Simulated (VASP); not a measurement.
Write the native input for VASP 6.6.1 that does the following.

```
Task                   : single point
Functional             : PBE
Potentials or basis    : VASP PAW PBE potentials, release 64 (Sn_d, Te)
Cutoff                 : 520 eV
k mesh                 : 13 × 13 × 13
Occupations            : fermi-dirac, width 0.1 eV
Spin                   : no spin polarisation
Dipole correction      : no
Further INCAR settings : ALGO = Normal; EDIFF = 1e-07; NBANDS = 17
```

The structure of SnTe (rocksalt type) lies in POSCAR:

```
SnTe
1.0
    0.0000000000      2.9526371417      2.9526371417
    2.9526371417      0.0000000000      2.9526371417
    2.9526371417      2.9526371417      0.0000000000
Sn Te
1 1
Direct
    0.0000000000      0.0000000000      0.0000000000
    0.5000000000      0.5000000000      0.5000000000
```

The input as run:

INCAR

```
SYSTEM = SnTe
PREC = Accurate ; ENCUT = 520
EDIFF = 1E-7 ; ISMEAR = -1
SIGMA = 0.1 ; LREAL = .False.
LASPH = .True. ; NELM = 100
ALGO = Normal ; ISIF = 2
LWAVE = .False. ; LCHARG = .True.
GGA = PE ; LELF = .True.
LVHAR = .True. ; NBANDS = 17
```

KPOINTS

```
Automatic mesh
0
Gamma
  13 13 13
  0 0 0
```

Potentials or basis: VASP PAW PBE potentials, release 64 (Sn_d, Te).

Launch:

```bash
$ cat potpaw_PBE.64/Sn_d/POTCAR potpaw_PBE.64/Te/POTCAR > POTCAR
$ mpirun -np 1 vasp_std > vasp.out
```

Results of the run:

| Property | Result |
| --- | --- |
| Pressure | 17.0 GPa |

It took 50 s on 1 thread of Intel(R) Xeon(R) Platinum 8259CL CPU @ 2.50GHz (Skylake/Cascade Lake) (shared host), peak memory 0.22 GiB.
